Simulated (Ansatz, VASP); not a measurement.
# One calculation of Mo, two programs

```xyz
1
Lattice="2.6534 0.0000 0.0000 -1.3267 2.2980 0.0000 0.0000 0.0000 2.5552" Properties=species:S:1:pos:R:3 pbc="T T T"
Mo    0.0000    0.0000    1.2776
```

Change from the starting cell: strain -0.030 along x and y, +0.000 along z, atoms carried along.

Alike in both runs: task single point; functional r2SCAN; k mesh 18 × 18 × 18; occupations gaussian, width 0.15 eV; no spin polarisation.

|  | VASP | Ansatz |
| --- | --- | --- |
| version | VASP 6.6.1 | Ansatz 0.2.0 |
| potentials or method | VASP PAW PBE potentials, release 64 (Mo_sv), cutoff 520 eV | scalar-relativistic, plane waves, PAW |
| valence electrons in the cell | 14 | 14 |

Ansatz gave:

```
gap on the k mesh at the Fermi level (eV)                     : none
pressure (GPa)                                                : 16.3
traceless stress, the component that is largest in VASP (GPa) : -13.42
```

Question: What did VASP give for the same quantities?

Answer: gap on the k mesh at the Fermi level (eV): none; pressure (GPa): 17.7; traceless stress, the component that is largest in VASP (GPa): -13.44.

VASP's potentials were made for PBE, not for r2SCAN. A gap of «none» marks a metal or a gap that the smearing closes.
